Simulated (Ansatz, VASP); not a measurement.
# BeTe: VASP beside Ansatz

File POSCAR:

```
BeTe
1.0
    0.0000000000      2.8569098617      2.8569098617
    2.8569098617      0.0000000000      2.8569098617
    2.8569098617      2.8569098617      0.0000000000
Be Te
1 1
Direct
    0.0000000000      0.0000000000      0.0000000000
    0.2500000000      0.2500000000      0.2500000000
```

Contents of INCAR.step1:

```
SYSTEM = BeTe
PREC = Accurate
ENCUT = 520
EDIFF = 1E-5
ISMEAR = 0
SIGMA = 0.01
LREAL = .FALSE.
LASPH = .TRUE.
NELM = 100
ALGO = Normal
ISIF = 2
LWAVE = .TRUE.
LCHARG = .FALSE.
GGA = PE
NBANDS = 11
```

Contents of INCAR.step2:

```
SYSTEM = BeTe
PREC = Accurate
ENCUT = 520
EDIFF = 1E-6
ISMEAR = 0
SIGMA = 0.01
LREAL = .FALSE.
LASPH = .TRUE.
NELM = 100
ALGO = Normal
ISIF = 2
LWAVE = .FALSE.
LCHARG = .FALSE.
GGA = PE
LHFCALC = .TRUE.
HFSCREEN = 0.2079
PRECFOCK = Normal
ISTART = 1
NBANDS = 11
```

KPOINTS

```
Automatic mesh
0
G
  6 6 6
  0 0 0
```

Input for Ansatz:

```yaml
crystal:
  lattice:
    - [0.0, 2.8569098617, 2.8569098617]
    - [2.8569098617, 0.0, 2.8569098617]
    - [2.8569098617, 2.8569098617, 0.0]
  atoms:
    - { symbol: Be, position: [0.0, 0.0, 0.0] }
    - { symbol: Te, position: [0.25, 0.25, 0.25] }
kpoints:
  mp_grid: { grid: [6, 6, 6] }
  band_path:
    path:
      - [0.0, 0.0, 0.0]
      - [-0.5, -0.5, 0.0]
      - [-0.375, -0.375, 0.25]
      - [-0.375, 0.0, 0.375]
      - [0.0, 0.0, 0.5]
      - [-0.5, -0.25, 0.25]
      - [0.0, 0.5, 0.5]
    npoints: 1
hamiltonian:
  xc: hse06
scf:
  occupations: { method: fixed }
  n_extra_bands: 4
output:
  forces: true
  stress: true
  eigenvalues: true
```

Change from the starting cell: hydrostatic strain +1.0%.

Alike in both runs: task single point; functional HSE06; k mesh 6 × 6 × 6; no spin polarisation.

|  | VASP | Ansatz |
| --- | --- | --- |
| version | VASP 6.6.1 | Ansatz 0.2.0 |
| potentials or method | VASP PAW PBE potentials, release 64 (Be, Te) | plane waves, PAW |
| plane-wave cutoff (eV) | 520 | 420 |
| occupations | gaussian, width 0.01 eV | fixed |
| valence electrons in the cell | 8 | 18 |

Ansatz gave:

* gap on the k mesh at the Fermi level (eV): 2.77
* pressure (GPa): -2.4

Problem. Estimate VASP's values.

Solution. gap on the k mesh at the Fermi level (eV): 2.75; pressure (GPa): -2.6.

VASP's potentials hold 8 valence electrons a cell and Ansatz's 18, so a difference there can come from the potentials and not from the codes. Ansatz's warnings: stress exchange threshold loose, stress scf threshold loose.

Spin-orbit coupling is off throughout.
